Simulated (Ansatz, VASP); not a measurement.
**One calculation of WSe2, two programs**

```
W Se
1.0
     3.29841    0.00000    0.00000
    -1.64921    2.85651    0.00000
     0.00000    0.00000   43.46800
W Se
2 4
Cartesian
  0.0000 1.9043 18.1777
  1.6492 0.9522 11.8223
  1.6492 0.9522 19.8228
  1.6492 0.9522 16.5290
  0.0000 1.9043 13.4710
  0.0000 1.9043 10.1772
```

Alike in both runs: functional LDA; k mesh 12 × 12 × 1; no spin polarisation.

Ansatz relaxed the structure, and its values are those at the end. VASP's run is a single point on that final structure, the one shown.

|  | VASP | Ansatz |
| --- | --- | --- |
| version | VASP 6.6.1 | Ansatz 0.2.0 |
| potentials or method | VASP PAW LDA potentials, release 64 (W_sv, Se) | scalar-relativistic, plane waves, PAW |
| plane-wave cutoff (eV) | 520 | 420 |
| occupations | gaussian, width 0.01 eV | fixed |
| valence electrons in the cell | 52 | 92 |

```csv
,VASP,Ansatz,Ansatz less VASP
gap on the k mesh at the Fermi level (eV),1.21,1.22,+0.009
least direct gap on the mesh (eV),1.49,1.48,-0.004
rms of the force components (eV/Å),0.047,0.000,-0.0467
```

LDA's correlation is that of Perdew and Zunger in VASP and of Perdew and Wang (1992) in Ansatz. VASP's potentials hold 52 valence electrons a cell and Ansatz's 92, so a difference there can come from the potentials and not from the codes. Ansatz's warnings: slab cell height set, xc potential rough in thin density.

Neither program's run includes spin-orbit coupling.
